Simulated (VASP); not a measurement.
Write the native input for VASP 6.6.1 that does the following.

```yaml
Task: single point
Functional: PBE
Potentials_or_basis: VASP PAW PBE potentials, release 64 (Ir)
Cutoff: 500 eV
k_mesh: 7 × 7 × 7
Occupations: fermi-dirac, width 0.04 eV
Spin: no spin polarisation
Dipole_correction: no
Further_INCAR_settings: ALGO = Normal; EDIFF = 1e-06; NBANDS = 10
```

The structure of Ir lies in POSCAR:

```
Ir
1.0
    0.0000000000      1.9156000000      1.9156000000
    1.9156000000      0.0000000000      1.9156000000
    1.9156000000      1.9156000000      0.0000000000
Ir
1
Direct
    0.0000000000      0.0000000000      0.0000000000
```

The input as run:

INCAR

```
SYSTEM = Ir
ALGO = Normal
EDIFF = 1E-6
ENCUT = 500
GGA = PE
GGA_COMPAT = .FALSE.
ISIF = 2
ISMEAR = -1
LASPH = .TRUE.
LCHARG = .TRUE.
LELF = .TRUE.
LREAL = .FALSE.
LVHAR = .TRUE.
LWAVE = .FALSE.
NBANDS = 10
NELM = 120
PREC = Accurate
SIGMA = 0.04
```

KPOINTS

```
k-points
0
G
  7 7 7
  0 0 0
```

Potentials or basis: VASP PAW PBE potentials, release 64 (Ir).

Run with:

```bash
$ cat potpaw_PBE.64/Ir/POTCAR > POTCAR
$ mpirun -np 1 vasp_std > vasp.out
```

It gave:

```
Pressure : 11.0 GPa
```

Caveat: the k points lie up to 0.41 Å⁻¹ apart.

It took 6.7 s on 1 thread of AMD EPYC 7R43 64-Core Processor (Zen 3), with other jobs on the host, peak memory 0.09 GiB.
